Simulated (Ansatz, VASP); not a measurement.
## BN in VASP and in Ansatz

The input POSCAR:

```
BN
1.0
    2.5411699037      0.0000000000      0.0000000000
   -1.2705849519      2.2007176919      0.0000000000
    0.0000000000      0.0000000000      4.2268550000
B N
2 2
Direct
    0.6666666667      0.3333333333      0.9997240000
    0.3333333333      0.6666666667      0.4997240000
    0.6666666667      0.3333333333      0.6252760000
    0.3333333333      0.6666666667      0.1252760000
```

INCAR.step1

```
ALGO = Normal
EDIFF = 1E-5
ENCUT = 910
GGA = PE
GGA_COMPAT = False
ISMEAR = 0
LASPH = True
LCHARG = False
LREAL = False
LWAVE = True
NBANDS = 16
NELM = 120
PREC = Accurate
SIGMA = 0.05
```

The input INCAR.step2:

```
ALGO = Normal
EDIFF = 1E-6
ENCUT = 910
GGA_COMPAT = False
ISIF = 2
ISMEAR = 0
ISTART = 1
LASPH = True
LCHARG = False
LMIXTAU = True
LREAL = False
LWAVE = False
METAGGA = R2SCAN
NBANDS = 16
NELM = 120
PREC = Accurate
SIGMA = 0.05
```

Contents of KPOINTS:

```
k-points
0
Gamma
  12 12 6
```

Input for Ansatz:

```yaml
crystal:
  lattice:
    - [2.5411699037, 0.0, 0.0]
    - [-1.2705849519, 2.2007176919, 0.0]
    - [0.0, 0.0, 4.226855]
  atoms:
    - { symbol: B, position: [0.6666666667, 0.3333333333, 0.999724] }
    - { symbol: B, position: [0.3333333333, 0.6666666667, 0.499724] }
    - { symbol: "N", position: [0.6666666667, 0.3333333333, 0.625276] }
    - { symbol: "N", position: [0.3333333333, 0.6666666667, 0.125276] }
basis:
  ecutwfc: 500
kpoints:
  mp_grid: { grid: [12, 12, 6] }
hamiltonian:
  xc: r2scan
scf:
  occupations: { method: gaussian, width: 0.05 }
output:
  forces: true
  stress: true
  eigenvalues: true
```

Change from the starting cell: strain -0.0050 x Voigt [1, 1, 0, 0, 0, 0], atoms carried along.

Alike in both runs: task single point; functional r2SCAN; k mesh 12 × 12 × 6; occupations gaussian, width 0.05 eV; no spin polarisation.

|  | VASP | Ansatz |
| --- | --- | --- |
| version | VASP 6.6.1 | Ansatz 0.2.0 |
| potentials or method | VASP PAW PBE potentials, release 64 (B_h, N_h), cutoff 910 eV | scalar-relativistic, plane waves, PAW |
| valence electrons in the cell | 16 | 16 |

```csv
,VASP,Ansatz,Ansatz less VASP
gap on the k mesh at the Fermi level (eV),5.71,5.72,+0.017
least direct gap on the mesh (eV),8.99,9.00,+0.008
rms of the force components (eV/Å),0.013,0.012,-0.0011
```

VASP's potentials were made for PBE, not for r2SCAN. Atom by atom the forces differ by 0.001 eV/Å (rms over components).

Noted on VASP's run: the cutoff is short for stress, so the pressure is rough.
